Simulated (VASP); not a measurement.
Write the native input for VASP 6.6.1 that does the following.

| Quantity | Value |
| --- | --- |
| Task | single point |
| Functional | PBEsol |
| Potentials or basis | VASP PAW PBE potentials, release 64 (Pt) |
| Cutoff | 520 eV |
| k mesh | 23 × 23 × 23 |
| Occupations | fermi-dirac, width 0.1 eV |
| Spin | no spin polarisation |
| Dipole correction | no |
| Further INCAR settings | ALGO = Normal; EDIFF = 1e-07; NBANDS = 11 |

The structure of Pt lies in POSCAR:

```
Pt
1.0
   -1.5613980215      1.5613980215      1.5613980215
    1.5613980215     -1.5613980215      1.5613980215
    1.5613980215      1.5613980215     -1.5613980215
Pt
1
Direct
    0.0000000000      0.0000000000      0.0000000000
```

One way to write it, as run:

INCAR

```
SYSTEM = Pt
  PREC = Accurate
  ENCUT = 520
  EDIFF = 1E-7
  ISMEAR = -1
  SIGMA = 0.1
  LREAL = .FALSE.
  LASPH = .TRUE.
  NELM = 60
  ALGO = Normal
  ISIF = 2
  LWAVE = .FALSE.
  LCHARG = .TRUE.
  GGA = PS
  LELF = .TRUE.
  LVHAR = .TRUE.
  NBANDS = 11
```

KPOINTS

```
regular mesh
0
G
  23 23 23
  0 0 0
```

Potentials or basis: VASP PAW PBE potentials, release 64 (Pt).

Launch:

```sh
$ cat potpaw_PBE.64/Pt/POTCAR > POTCAR
$ mpirun -np 1 vasp_std > vasp.out
```

It gave:

```
Pressure               : -0.6 GPa
Band gap on the k mesh : zero (band 5 reaches 11.75 eV, above the bottom of band 6 at 9.49 eV)
```

Caveat: the PAW data sets were made with another functional, which shifts forces and pressure a little; spin-orbit coupling is left out, which moves the levels of the heavy elements.

It took 18 s on 1 thread of AMD EPYC 9R45 96-Core Processor (Zen 5) (shared host), peak memory 0.14 GiB.
